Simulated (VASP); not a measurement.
The system is FeO.

```
Fe O
1.0
     0.00000    2.12627    2.12627
     2.12627    0.00000    2.12627
     2.12627    2.12627    0.00000
Fe O
1 1
Direct
  0.00000 0.00000 0.00000
  0.50000 0.50000 0.50000
```

Base run:

```yaml
Program: VASP 6.6.1
Functional: PBEsol
Dispersion: D4
Potentials_or_basis: VASP PAW PBE potentials, release 64 (Fe, O)
Cutoff: 520 eV
k_mesh: 11 × 11 × 11
Occupations: fermi-dirac, width 0.05 eV
Spin: collinear spin, ferromagnetic start
Starting_moments: "[3.0, 0.0] μB"
```

Its results: band gap on the k mesh zero (filled and empty bands overlap); pressure -2.5 GPa; net moment 4.00 μB per cell; site moments Fe +3.60; O +0.31 μB.

Problem. The run is repeated on the same cell with these changes: functional from PBEsol to revPBE; dispersion from D4 to none. What comes out?

Solution. Band gap on the k mesh zero (filled and empty bands overlap); pressure 12.5 GPa; net moment 4.00 μB per cell; site moments Fe +3.62; O +0.31 μB.

Several settings changed at once.

Caveats: the PAW data sets were made with another functional, which shifts forces and pressure a little; a cell with one magnetic atom can't hold antiferromagnetic order, which such compounds often take; semilocal functionals often make such compounds metallic where correlation or magnetic order opens a gap, which also shifts bond lengths; the cell stands under pressure (at least some runs).
